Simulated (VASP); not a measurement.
Set up this calculation in VASP 6.6.1, as the native input.

| Quantity | Value |
| --- | --- |
| Task | single point |
| Functional | r2SCAN |
| Potentials or basis | VASP PAW PBE potentials, release 64 (Rh_pv) |
| Cutoff | 520 eV |
| k mesh | 10 × 10 × 10 |
| Occupations | gaussian, width 0.1 eV |
| Spin | no spin polarisation |
| Dipole correction | no |
| Further INCAR settings | ALGO = Normal; EDIFF = 1e-06; NBANDS = 14 |

Rh:

```xyz
1
Lattice="1.4888 1.4888 1.4888 -1.4888 1.4888 1.4888 -1.4888 -1.4888 1.4888" Properties=species:S:1:pos:R:3 pbc="T T T"
Rh    0.0000    0.0000    0.0000
```

The input as run:

POSCAR

```
Rh
1.0
    1.4888190733      1.4888190733      1.4888190733
   -1.4888190733      1.4888190733      1.4888190733
   -1.4888190733     -1.4888190733      1.4888190733
Rh
1
Direct
    0.0000000000      0.0000000000      0.0000000000
```

INCAR.step1

```
SYSTEM = Rh
ALGO     = Normal         ! electronic algorithm
EDIFF    = 1E-4           ! SCF threshold, eV
ENCUT    = 520            ! plane-wave cutoff, eV
GGA      = PE             ! functional
ISMEAR   = 0              ! smearing method
LASPH    = .TRUE.         ! aspherical terms in the spheres
LCHARG   = .FALSE.        ! write CHGCAR
LREAL    = .FALSE.        ! projectors in reciprocal space
LWAVE    = .TRUE.         ! write WAVECAR
NBANDS   = 14             ! bands
NELM     = 100            ! most SCF steps
PREC     = Accurate       ! precision mode
SIGMA    = 0.1            ! smearing width, eV
```

INCAR.step2

```
SYSTEM = Rh
ALGO     = Normal         ! electronic algorithm
EDIFF    = 1E-6           ! SCF threshold, eV
ENCUT    = 520            ! plane-wave cutoff, eV
ISIF     = 2              ! what is computed and relaxed
ISMEAR   = 0              ! smearing method
ISTART   = 1            
LASPH    = .TRUE.         ! aspherical terms in the spheres
LCHARG   = .FALSE.        ! write CHGCAR
LMIXTAU  = .TRUE.       
LREAL    = .FALSE.        ! projectors in reciprocal space
LWAVE    = .FALSE.        ! write WAVECAR
METAGGA  = R2SCAN         ! meta-GGA
NBANDS   = 14             ! bands
NELM     = 100            ! most SCF steps
PREC     = Accurate       ! precision mode
SIGMA    = 0.1            ! smearing width, eV
```

KPOINTS

```
k-points
0
G
  10 10 10
  0 0 0
```

Potentials or basis: VASP PAW PBE potentials, release 64 (Rh_pv).

Run with:

```bash
$ cat potpaw_PBE.64/Rh_pv/POTCAR > POTCAR
$ cp INCAR.step1 INCAR
$ mpirun -np 1 vasp_std > vasp.out
$ cp INCAR.step2 INCAR
$ mpirun -np 1 vasp_std > vasp.out
```

Results of the run:

```
Pressure : 21.6 GPa
```

Caveat: the PAW data sets were made with another functional, which shifts forces and pressure a little.

It used 20 s of CPU time on 1 thread of Intel Xeon 6975P-C, on a shared host.
